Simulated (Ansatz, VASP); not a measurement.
## F: VASP beside Ansatz

```
CELL_PARAMETERS angstrom
2.51233 0.00000 0.00000
-1.25617 2.17574 0.00000
0.00000 0.00000 4.06998
ATOMIC_POSITIONS crystal
F 0.33333 0.66667 0.25000
F 0.66667 0.33333 0.75000
```

Alike in both runs: task relaxation of cell and atoms; functional PBE; k mesh 19 × 19 × 10; occupations fermi-dirac, width 0.08 eV; no spin polarisation.

|  | VASP | Ansatz |
| --- | --- | --- |
| version | VASP 6.6.1 | Ansatz 0.2.0 |
| potentials or method | VASP PAW PBE potentials, release 64 (F) | PAW with Ansatz's default frozen-core files, scalar-relativistic |
| plane-wave cutoff (eV) | 600 | 420 |
| valence electrons in the cell | 14 | 14 |

```csv
,VASP,Ansatz,Ansatz less VASP
relaxed volume (Å³/atom),10.32,10.66,+0.342
relaxed length of the cell vector where the two differ most in proportion (Å),2.839,2.903,+0.0644
```
